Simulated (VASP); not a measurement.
# PtSe2 (P-3m1) in VASP: a series of runs

The runs below take PtSe2 through single point, relaxation of cell and atoms, with PBE.

Program: VASP 6.6.1. These are calculated values, not measurements. Logs are shortened: lines on timing, memory, paths and dates and some standing lists are left out, and cuts for length are marked.

## (1) The cell of the first run

The structure is trigonal, space group P-3m1 (No. 164). Conventional cell: a = 3.752 Å, b = 3.752 Å, c = 6.501 Å, α = 90.00°, β = 90.00°, γ = 120.00°. Pt (site symmetry -3m) has 6 Se at 2.53 Å within 3.3 Å. Se (site symmetry 3m) has 3 Pt at 2.53 Å and 3 Se at 3.39 Å within 3.4 Å.

## (2) Single point, PBE

File INCAR:

```
SYSTEM = PtSe2
PREC = Accurate
ENCUT = 520
EDIFF = 1E-7
ISMEAR = 0
SIGMA = 0.01
LREAL = Auto
LASPH = .TRUE.
NELM = 100
ALGO = Normal
ISIF = 2
LWAVE = .FALSE.
LCHARG = .FALSE.
GGA = PE
NBANDS = 118
```

File KPOINTS:

```
Automatic mesh
0
Gamma
  2 2 2
  0.5 0.5 0.5
```

File POSCAR:

```
PtSe2
1.0
   -5.6273392766     -3.2489458462      6.5013337589
    5.6273392766     -3.2489458462      6.5013337589
    0.0000000000      6.4978916924      6.5013337589
Pt Se
9 18
Direct
    0.6666666667      0.3333333333      0.0000000000
    0.6666666667      0.0000000000      0.3333333333
    0.3333333333      0.6666666667      0.0000000000
    1.0000000000      1.0000000000      0.0000000000
    0.3333333333      0.3333333333      0.3333333333
    0.6666666667      0.6666666667      0.6666666667
    0.3333333333      0.0000000000      0.6666666667
    1.0000000000      0.6666666667      0.3333333333
    1.0000000000      0.3333333333      0.6666666667
    0.7107880402      0.7107880402      0.3774547068
    0.7107880402      0.3774547068      0.7107880402
    0.3774547068      0.0441213735      0.3774547068
    0.0441213735      0.3774547068      0.3774547068
    0.3774547068      0.7107880402      0.7107880402
    0.7107880402      0.0441213735      0.0441213735
    0.3774547068      0.3774547068      0.0441213735
    0.0441213735      0.0441213735      0.7107880402
    0.0441213735      0.7107880402      0.0441213735
    0.6225452932      0.2892119598      0.2892119598
    0.6225452932      0.9558786265      0.6225452932
    0.2892119598      0.6225452932      0.2892119598
    0.9558786265      0.9558786265      0.2892119598
    0.2892119598      0.2892119598      0.6225452932
    0.6225452932      0.6225452932      0.9558786265
    0.2892119598      0.9558786265      0.9558786265
    0.9558786265      0.6225452932      0.6225452932
    0.9558786265      0.2892119598      0.9558786265
```

Potentials or basis: VASP PAW PBE potentials, release 64 (Pt, Se).

On the command line:

```sh
cat potpaw_PBE.64/Pt/POTCAR potpaw_PBE.64/Se/POTCAR > POTCAR
mpirun -np 1 vasp_std > vasp.out
```

OUTCAR:

```text
SYSTEM = PtSe2
   PREC = Accurate
   ENCUT = 520
   EDIFF = 1E-7
   ISMEAR = 0
   LREAL = Auto
   LASPH = .TRUE.
   NELM = 100
   ISIF = 2
   GGA = PE

 ion  position               nearest neighbor table
   1  0.667  0.333  0.000-  15 2.53  27 2.53  19 2.53  11 2.53  24 2.53  16 2.53
   2  0.667  0.000  0.333-  10 2.53  19 2.53  22 2.53  15 2.53  12 2.53  20 2.53
   3  0.333  0.667  0.000-  18 2.53  25 2.53  21 2.53  14 2.53  24 2.53  16 2.53
   4  0.000  0.000  0.000-  15 2.53  18 2.53  25 2.53  27 2.53  17 2.53  22 2.53
   5  0.333  0.333  0.333-  12 2.53  13 2.53  16 2.53  19 2.53  21 2.53  23 2.53
   6  0.667  0.667  0.667-  20 2.53  26 2.53  24 2.53  14 2.53  11 2.53  10 2.53
   7  0.333  0.000  0.667-  14 2.53  23 2.53  17 2.53  25 2.53  20 2.53  12 2.53
   8  0.000  0.667  0.333-  10 2.53  21 2.53  22 2.53  18 2.53  13 2.53  26 2.53
   9  0.000  0.333  0.667-  11 2.53  23 2.53  17 2.53  27 2.53  26 2.53  13 2.53
  10  0.711  0.711  0.377-   2 2.53   8 2.53   6 2.53
  11  0.711  0.377  0.711-   9 2.53   1 2.53   6 2.53
  12  0.377  0.044  0.377-   5 2.53   2 2.53   7 2.53
  13  0.044  0.377  0.377-   5 2.53   8 2.53   9 2.53
  14  0.377  0.711  0.711-   7 2.53   3 2.53   6 2.53
  15  0.711  0.044  0.044-   1 2.53   4 2.53   2 2.53
[... 10 lines left out ...]
  26  0.956  0.623  0.623-   6 2.53   9 2.53   8 2.53
  27  0.956  0.289  0.956-   1 2.53   4 2.53   9 2.53

  LATTYP: Found a trigonal (rhomboedric) cell.
 ALAT       =     9.1918407890
 COS(alpha) =     0.2503971852

  Lattice vectors:

 A1 = (  -5.6273392766,  -3.2489458462,   6.5013337589)
 A2 = (   5.6273392766,  -3.2489458462,   6.5013337589)
 A3 = (   0.0000000000,   6.4978916924,   6.5013337589)

Analysis of symmetry for initial positions (statically):
=====================================================================
 Subroutine PRICEL returns following result:

  LATTYP: Found a hexagonal cell.
 ALAT       =     3.7515595174
 C/A-ratio  =     1.7329683106

  Lattice vectors:

 A1 = (   1.8757797587,   3.2489458459,   0.0000000000)
 A2 = (  -3.7515595174,   0.0000000000,   0.0000000000)
 A3 = (  -0.0000000000,   0.0000000006,   6.5013337589)

   9 primitive cells build up your supercell.

 Routine SETGRP: Setting up the symmetry group for a
 trigonal (rhombohedral) supercell.

 Subroutine GETGRP returns: Found 12 space group operations
 (whereof 12 operations were pure point group operations)
 out of a pool of 12 trial point group operations.

The static configuration has the point symmetry D_3d.

Analysis of symmetry for dynamics (positions and initial velocities):
=====================================================================
 Subroutine PRICEL returns following result:

  LATTYP: Found a hexagonal cell.
 ALAT       =     3.7515595174
 C/A-ratio  =     1.7329683106

  Lattice vectors:

 A1 = (   1.8757797587,   3.2489458459,   0.0000000000)
 A2 = (  -3.7515595174,   0.0000000000,   0.0000000000)
 A3 = (  -0.0000000000,   0.0000000006,   6.5013337589)

   9 primitive cells build up your supercell.

 Routine SETGRP: Setting up the symmetry group for a
 trigonal (rhombohedral) supercell.

 Subroutine GETGRP returns: Found 12 space group operations
 (whereof 12 operations were pure point group operations)
 out of a pool of 12 trial point group operations.

The dynamic configuration has the point symmetry D_3d.

 Subroutine INISYM returns: Found 12 space group operations
 (whereof 12 operations are pure point group operations),
 and found     9 'primitive' translations

----------------------------------------------------------------------------------------

                                     Primitive cell

  volume of cell :      79.2422

  direct lattice vectors                    reciprocal lattice vectors
     1.875779759  3.248945846  0.000000000     0.000000000  0.307792142 -0.000000000
    -3.751559517  0.000000000  0.000000000    -0.266555814  0.153896071 -0.000000000
    -0.000000000  0.000000001  6.501333759     0.000000000 -0.000000000  0.153814592

  length of vectors
     3.751559517  3.751559517  6.501333759     0.307792142  0.307792142  0.153814592

  position of ions in fractional coordinates (direct lattice)
     1.000000000  0.000000000  0.000000000
     0.333333333  0.666666667  0.799030787
     0.666666666  0.333333333  0.200969213

  ion indices of the primitive-cell ions
   primitive index   ion index
                 1           1
                 2          15
                 3          27

----------------------------------------------------------------------------------------

 KPOINTS: Automatic mesh

Automatic generation of k-mesh.
 Grid dimensions read from file:
 generate k-points for:    2    2    2

 Generating k-lattice:

  Cartesian coordinates                     Fractional coordinates (reciprocal lattice)
    -0.044425969 -0.025649345  0.025635765     0.500000000  0.000000000 -0.000000000
     0.044425969 -0.025649345  0.025635765     0.000000000  0.500000000 -0.000000000
     0.000000000  0.051298690  0.025635765    -0.000000000 -0.000000000  0.500000000

  Length of vectors
     0.057347608  0.057347608  0.057347608

  Shift w.r.t. Gamma in fractional coordinates (k-lattice)
     0.500000000  0.500000000  0.500000000

 Subroutine IBZKPT returns following result:
 ===========================================

 Found      2 irreducible k-points:

 Following reciprocal coordinates:
            Coordinates               Weight
  0.250000  0.250000  0.250000      2.000000
 -0.250000  0.250000  0.250000      6.000000
   k-points           NKPTS =      2   k-points in BZ     NKDIM =      2   number of bands    NBANDS=    118
   number of dos      NEDOS =    301   number of ions     NIONS =     27
   total plane-waves  NPLWV = 343000
   dimension x,y,z NGX =    70 NGY =   70 NGZ =   70
   dimension x,y,z NGXF=   140 NGYF=  140 NGZF=  140
   ions per type =               9  18
   NGX,Y,Z   is equivalent  to a cutoff of  12.66, 12.66, 12.66 a.u.
   NGXF,Y,Z  is equivalent  to a cutoff of  25.32, 25.32, 25.32 a.u.
 SYSTEM =  PtSe2
   PREC   = accura    normal or accurate (medium, high low for compatibility)
   ISTART =      0    job   : 0-new  1-cont  2-samecut
   ICHARG =      2    charge: 1-file 2-atom 10-const
   ISPIN  =      1    spin polarized calculation?
   LNONCOLLINEAR =      F non collinear calculations
   LSORBIT =      F    spin-orbit coupling
   LASPH  =      T    aspherical Exc in radial PAW
   ENCUT  =  520.0 eV  38.22 Ry    6.18 a.u.  17.09 17.09 17.09*2*pi/ulx,y,z
   NELM   =    100;   NELMIN=  2; NELMDL= -5     # of ELM steps
   EDIFF  = 0.1E-06   stopping-criterion for ELM
   LREAL  =      T    real-space projection
   EDIFFG = 0.1E-05   stopping-criterion for IOM
   NSW    =      0    number of steps for IOM
   IBRION =     -1    ionic relax: 0-MD 1-quasi-New 2-CG
   NFREE  =      0    steps in history (QN), initial steepest desc. (CG)
   ISIF   =      2    stress and relaxation
   ISYM   =      2    0-nonsym 1-usesym 2-fastsym
   POTIM  = 0.5000    time-step for ionic-motion
   TEBEG  =    0.0;   TEEND  =   0.0 temperature during run
   PSTRESS=    0.0 pullay stress
   NELECT =     198.0000    total number of electrons
   NUPDOWN=      -1.0000    fix difference up-down
   EMIN   =  10.00;   EMAX   =-10.00  energy-range for DOS
   EFERMI =   0.00;   METHOD = LEGACY
   ISMEAR =     0;   SIGMA  =   0.01  broadening in eV -4-tet -1-fermi 0-gaus
   EFERMI_NEDOS =   21; number of points for ismear=-14 and -15
   IALGO  =     38    algorithm
   IMIX   =      4    mixing-type and parameters
     AMIX     =   0.40;   BMIX     =  1.00
     AMIX_MAG =   1.60;   BMIX_MAG =  1.00
  volume/ion in A,a.u.               =      26.41       178.25
  Fermi-wavevector in a.u.,A,eV,Ry     =   1.067981  2.018191 15.518575  1.140583
  Thomas-Fermi vector in A             =   2.203615
   LORBIT       =      0    0 simple, 1 ext, 2 COOP (PROOUT), +10 PAW based schemes
   GGA     = PE    functional components
   LHFCALC =     F    Hartree Fock is set to
   AEXX    =    0.0000 exact exchange contribution
   IVDW    =     0    specifies the selected vdW correction
   LEPSILON=     F    determine dielectric tensor
   LRPA    =     F    only Hartree local field effects (RPA)
 non-spin polarized calculation
 Gauss-broadening in eV      SIGMA  =   0.01
  energy-cutoff  :      520.00
  volume of cell :      713.18
 maximum number of plane-waves:     19212
 NGX is ok and might be reduce to    70
   NGX = 35   NGY = 35   NGZ = 35

 number of electron     197.9999998 magnetization

 Free energy of the ion-electron system (eV)
  ---------------------------------------------------
  ext. energy  EPLUGINS =         0.00000000
  ---------------------------------------------------
  free energy    TOTEN  =      -128.83631820 eV

  energy without entropy =     -128.83631820  energy(sigma->0) =     -128.83631820

 E-fermi :   3.0498     XC(G=0):  -8.9925

 val. band max:        2.9903615424   @ k =  -0.2500   0.2500   0.2500
 cond. band min:       4.4098049843   @ k =  -0.2500   0.2500   0.2500
 fundamental gap:      1.4194434419
 Fermi energy:         3.0497723713

 k-point     1 :       0.2500    0.2500    0.2500
  band No.  band energies     occupation
      1     -11.1239      2.00000
      2     -10.1907      2.00000
      3     -10.1907      2.00000
      4     -10.1907      2.00000
      5     -10.1574      2.00000
      6     -10.1574      2.00000
[... 103 lines left out ...]
    110       5.3341      0.00000
    111       5.3341      0.00000

 k-point     2 :      -0.2500    0.2500    0.2500
  band No.  band energies     occupation
      1     -10.8626      2.00000
      2     -10.8271      2.00000
      3     -10.3649      2.00000
      4     -10.3649      2.00000
      5      -9.7593      2.00000
      6      -9.7593      2.00000
[... 103 lines left out ...]
    110       4.9857      0.00000
    111       4.9857      0.00000
 [bands above 111 left out]

------------------------ aborting loop because EDIFF is reached ----------------------------------------

  FORCE on cell =-STRESS in cart. coord.  units (eV):
  Direction    XX          YY          ZZ          XY          YZ          ZX
  --------------------------------------------------------------------------------------
  -------------------------------------------------------------------------------------
  Total        0.1540141      0.1540141     -1.2618049      0.0000000     -0.0000000      0.0000000
  in kB        0.3459966      0.3459966     -2.8346765      0.0000000     -0.0000000      0.0000000
  external PRESSURE =      -0.7142278 kB  Pullay stress =       0.0000000 kB

 VOLUME and BASIS-vectors are now :
 -----------------------------------------------------------------------------
  energy-cutoff  :      520.00
  volume of cell :      713.18
      direct lattice vectors                 reciprocal lattice vectors
    -5.627339277 -3.248945846  6.501333759    -0.088851938 -0.051298690  0.051271531
     5.627339277 -3.248945846  6.501333759     0.088851938 -0.051298690  0.051271531
     0.000000000  6.497891692  6.501333759     0.000000000  0.102597381  0.051271531

 POSITION                                       TOTAL-FORCE (eV/Angst)
 -----------------------------------------------------------------------------------
     -1.87578     -3.24895      6.50133        -0.000000     -0.000000     -0.000000
     -3.75156     -0.00000      6.50133         0.000000     -0.000000     -0.000000
      1.87578     -3.24895      6.50133        -0.000000     -0.000000     -0.000000
      0.00000      0.00000      0.00000         0.000000     -0.000000     -0.000000
      0.00000      0.00000      6.50133         0.000000     -0.000000     -0.000000
      0.00000      0.00000     13.00267         0.000000     -0.000000     -0.000000
[... 19 lines left out ...]
     -1.87578     -1.08298     14.30924        -0.000000     -0.000000      0.024864
     -3.75156      2.16596     14.30924        -0.000000     -0.000000      0.024864
 -----------------------------------------------------------------------------------
    total drift:                               -0.000000     -0.000000     -0.000000

  FREE ENERGIE OF THE ION-ELECTRON SYSTEM (eV)
  ---------------------------------------------------
  free  energy   TOTEN  =      -128.8363181986 eV

  energy  without entropy=     -128.8363181986  energy(sigma->0) =     -128.83631820
```

Wall time 7.6 min (1 thread of Intel Xeon Platinum 8259CL at 2.50GHz (Skylake/Cascade Lake), shared host); peak memory 0.71 GiB.

What came out:

```yaml
Free_energy: -128.8363 eV
Pressure: -0.1 GPa
Largest_force: 0.025 eV/Å
Band_gap_on_the_k_mesh: 1.42 eV
```

Forces on the atoms (eV/Å):
```
Pt   0.000  0.000  0.000
Pt   0.000  0.000  0.000
Pt   0.000  0.000  0.000
Pt   0.000  0.000  0.000
Pt   0.000  0.000  0.000
Pt   0.000  0.000  0.000
Pt   0.000  0.000  0.000
Pt   0.000  0.000  0.000
Pt   0.000  0.000  0.000
Se   0.000  0.000 -0.025
Se   0.000  0.000 -0.025
Se   0.000  0.000 -0.025
Se   0.000  0.000 -0.025
Se   0.000  0.000 -0.025
Se   0.000  0.000 -0.025
Se   0.000  0.000 -0.025
Se   0.000  0.000 -0.025
Se   0.000  0.000 -0.025
Se   0.000  0.000  0.025
Se   0.000  0.000  0.025
Se   0.000  0.000  0.025
Se   0.000  0.000  0.025
Se   0.000  0.000  0.025
Se   0.000  0.000  0.025
Se   0.000  0.000  0.025
Se   0.000  0.000  0.025
Se   0.000  0.000  0.025
```

Stress tensor (GPa, compression positive):
```
 0.03  0.00  0.00
 0.00  0.03  0.00
 0.00  0.00 -0.28
```

Caveat: spin-orbit coupling is left out, which moves the levels of the heavy elements; a shifted mesh leaves out Γ, where band edges can lie. A k mesh can miss the band edges.

(Part 1 of 2 ends here.)
